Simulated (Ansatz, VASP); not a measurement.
**Two plane-wave programs on InSb2As3**

```
In Sb As
1.0
     0.00188   -4.17568   -0.13872
     4.07360   -0.00035   -0.00024
    -2.04271    2.38430    9.18174
In Sb As
1 2 3
Direct
  0.99922 0.00828 0.01718
  0.64595 0.67521 0.35092
  0.31223 0.33987 0.68035
  0.19870 0.16221 0.32363
  0.85515 0.82681 0.65259
  0.48876 0.48761 0.97533
```

Change from the starting cell: cell x1, atoms moved at random (sigma 0.15 Å) and cell strained at random (1.5 %), then relaxed without symmetry.

Alike in both runs: functional PBE; k mesh 6 × 6 × 6; occupations gaussian, width 0.2 eV; no spin polarisation.

Ansatz relaxed the structure, and its values are those at the end. VASP's run is a single point on that final structure, the one shown.

|  | VASP | Ansatz |
| --- | --- | --- |
| version | VASP 6.6.1 | Ansatz 0.2.0 |
| potentials or method | VASP PAW PBE potentials, release 64 (In_d, Sb, As), cutoff 520 eV | scalar-relativistic, plane waves, PAW |
| valence electrons in the cell | 38 | 88 |

```tsv
	VASP	Ansatz	Ansatz less VASP
gap on the k mesh at the Fermi level (eV)	none	none	-
pressure (GPa)	0.1	0.0	-0.06
rms of the force components (eV/Å)	0.011	0.007	-0.0040
```

A gap of «none» marks a metal or a gap that the smearing closes. VASP's potentials hold 38 valence electrons a cell and Ansatz's 88, so a difference there can come from the potentials and not from the codes.

Neither program's run includes spin-orbit coupling.
